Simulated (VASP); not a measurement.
Write the native input for VASP 6.6.1 that does the following.

| Quantity | Value |
| --- | --- |
| Task | single point |
| Functional | PBE |
| Potentials or basis | VASP PAW PBE potentials, release 64 (B, N) |
| Cutoff | 520 eV |
| k mesh | 12 × 12 × 6 |
| Occupations | gaussian, width 0.05 eV |
| Spin | no spin polarisation |
| Dipole correction | no |
| Further INCAR settings | ALGO = Normal; EDIFF = 1e-06; NBANDS = 16 |

The structure of BN lies in POSCAR:

```
BN
1.0
    2.5539396017      0.0159621225      0.0000000000
   -1.2631461973      2.2037955135      0.0000000000
    0.0000000000      0.0000000000      4.2268550000
B N
2 2
Direct
    0.6666666667      0.3333333333      0.9997240000
    0.3333333333      0.6666666667      0.4997240000
    0.6666666667      0.3333333333      0.6252760000
    0.3333333333      0.6666666667      0.1252760000
```

This cell differs from its parent crystal: strain +0.0125 x Voigt [0, 0, 0, 0, 0, 1].

One way to write it, as run:

INCAR

```
PREC = Accurate ; ENCUT = 520
EDIFF = 1E-6 ; ISMEAR = 0
SIGMA = 0.05 ; LREAL = F
LASPH = T ; NELM = 60
ALGO = Normal ; ISIF = 2
LWAVE = F ; LCHARG = F
GGA = PE ; NBANDS = 16
```

KPOINTS

```
regular mesh
0
Gamma
  12 12 6
```

Potentials or basis: VASP PAW PBE potentials, release 64 (B, N).

Launch:

```bash
$ cat potpaw_PBE.64/B/POTCAR potpaw_PBE.64/N/POTCAR > POTCAR
$ mpirun -np 1 vasp_std > vasp.out
```

It gave:

The pressure is 0.2 GPa. The largest force is 0.057 eV/Å. The band gap on the k mesh is 5.16 eV (least direct gap 8.18 eV).

Caveat: the cell differs from its parent crystal (strain +0.0125 x Voigt [0, 0, 0, 0, 0, 1]).

Run time: 2.1 min on 1 thread of Intel Xeon 8259CL, with other jobs on the host, peak memory 0.21 GiB.
